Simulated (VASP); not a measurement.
Wanted: the native input for a VASP 6.6.1 run.

| Quantity | Value |
| --- | --- |
| Task | single point |
| Functional | PBE |
| Potentials or basis | VASP PAW PBE potentials, release 64 (Zn, Te, P, Pt) |
| Cutoff | 520 eV |
| k mesh | 8 × 8 × 4 |
| Occupations | gaussian, width 0.1 eV |
| Spin | no spin polarisation |
| Dipole correction | no |
| Further INCAR settings | ALGO = Fast; EDIFF = 1e-06; NBANDS = 34 |

The structure of ZnTe3P2Pt lies in POSCAR:

```
ZnTe3P2Pt
1.0
    4.0231892868      0.0000000000      0.0000000000
    0.0000000000      4.0231892868      0.0000000000
    0.0000000000      0.0000000000     10.3138351440
Zn Te P Pt
1 3 2 1
Direct
    0.5000000000      0.5000000000      0.0000000000
    0.0000000000      0.0000000000      0.2422323396
    0.0000000000      0.0000000000      0.7577676604
    0.5000000000      0.5000000000      0.5000000000
    0.5000000000      0.5000000000      0.7739921293
    0.5000000000      0.5000000000      0.2260078707
    0.0000000000      0.0000000000      0.5000000000
```

The cell was generated, and may not be a known phase.

These files were run (other wordings do the same):

INCAR

```
PREC = Accurate
ENCUT = 520
EDIFF = 1E-6
ISMEAR = 0
SIGMA = 0.1
LREAL = False
LASPH = True
NELM = 100
ALGO = Fast
ISIF = 2
LWAVE = False
LCHARG = False
GGA = PE
NBANDS = 34
```

KPOINTS

```
regular mesh
0
Gamma
  8 8 4
```

Potentials or basis: VASP PAW PBE potentials, release 64 (Zn, Te, P, Pt).

Run with:

```sh
$ cat potpaw_PBE.64/Zn/POTCAR potpaw_PBE.64/Te/POTCAR potpaw_PBE.64/P/POTCAR potpaw_PBE.64/Pt/POTCAR > POTCAR
$ mpirun -np 1 vasp_std > vasp.out
```

Results of the run:

```yaml
Pressure: -0.1 GPa
Largest_force: 0.018 eV/Å
Band_gap_on_the_k_mesh: zero (bands 25 and 26 overlap by 1.65 eV)
```

Caveat: spin-orbit coupling is left out, which moves the levels of the heavy elements.

It took 2.9 min on 1 thread of Oxide Virtual Turin-like Processor, with other jobs on the host, peak memory 0.4 GiB.
